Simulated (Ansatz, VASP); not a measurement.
# One calculation of Sr3B, two programs

```
Sr B
1.0
     0.00000    4.30904    4.30904
     4.30904    0.00000    4.30904
     4.30904    4.30904    0.00000
Sr B
3 1
Direct
  0.50000 0.50000 0.50000
  0.25000 0.25000 0.25000
  0.75000 0.75000 0.75000
  0.00000 0.00000 0.00000
```

Alike in both runs: task relaxation of cell and atoms; functional PBE; k mesh 4 × 4 × 4; occupations gaussian, width 0.1 eV; no spin polarisation.

|  | VASP | Ansatz |
| --- | --- | --- |
| version | VASP 6.6.1 | Ansatz 0.2.0 |
| potentials or method | VASP PAW PBE potentials, release 64 (Sr_sv, B_h), cutoff 910 eV | scalar-relativistic, plane waves, PAW |
| valence electrons in the cell | 33 | 33 |

Ansatz gave:

```
gap on the k mesh at the Fermi level, each at its own relaxed structure (eV) : none
relaxed volume (Å³/atom)                                                     : 32.55
relaxed cell length with the largest relative difference (Å)                 : 5.689
```

Question: Which values does VASP return?

Answer: gap on the k mesh at the Fermi level, each at its own relaxed structure (eV): none; relaxed volume (Å³/atom): 33.08; relaxed cell length with the largest relative difference (Å): 5.720.

A gap of «none» marks a metal or a gap that the smearing closes.

Noted on VASP's run: the volume moved by over 15 % at a fixed basis, so the end points are rough.
